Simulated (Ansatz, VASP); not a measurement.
# Pd: VASP beside Ansatz

File INCAR:

```
SYSTEM = Pd
  PREC = Accurate
  ENCUT = 520
  EDIFF = 1E-7
  ISMEAR = 0
  SIGMA = 0.1
  LREAL = .FALSE.
  LASPH = .TRUE.
  NELM = 80
  ALGO = Fast
  ISIF = 2
  LWAVE = .FALSE.
  LCHARG = .TRUE.
  GGA = PS
  LELF = .TRUE.
  LVHAR = .TRUE.
  NBANDS = 11
```

The input KPOINTS:

```
regular mesh
0
G
  18 18 18
  0 0 0
```

File POSCAR:

```
Pd
1.0
    0.0000000000      2.0000302203      2.0000302203
    2.0000302203      0.0000000000      2.0000302203
    2.0000302203      2.0000302203      0.0000000000
Pd
1
Direct
    0.0000000000      0.0000000000      0.0000000000
```

Input for Ansatz:

```yaml
crystal:
  lattice:
    - [0.0, 2.0000302203, 2.0000302203]
    - [2.0000302203, 0.0, 2.0000302203]
    - [2.0000302203, 2.0000302203, 0.0]
  atoms:
    - { symbol: Pd, position: [0.0, 0.0, 0.0] }
basis:
  ecutwfc: 420
kpoints:
  mp_grid: { grid: [18, 18, 18] }
hamiltonian:
  xc: pbesol
scf:
  occupations: { method: gaussian, width: 0.1 }
output:
  forces: true
  stress: true
  eigenvalues: true
```

Alike in both runs: task single point; functional PBEsol; k mesh 18 × 18 × 18; occupations gaussian, width 0.1 eV; no spin polarisation.

```csv
,VASP,Ansatz
version,VASP 6.6.1,Ansatz 0.2.0
potentials or method,"VASP PAW PBE potentials, release 64 (Pd), cutoff 520 eV","scalar-relativistic, plane waves, PAW"
valence electrons in the cell,10,18
```

Ansatz gave:

```
gap on the k mesh at the Fermi level (eV) : none
pressure (GPa)                            : -15.0
```

Task: Estimate VASP's values.

Result: gap on the k mesh at the Fermi level (eV): none; pressure (GPa): -15.2.

VASP's potentials were made for PBE, not for PBEsol. A gap of «none» marks a metal or a gap that the smearing closes. With one functional, cell and mesh, what is left measures potentials, basis and numerics. VASP's potentials hold 10 valence electrons a cell and Ansatz's 18, so a difference there can come from the potentials and not from the codes.
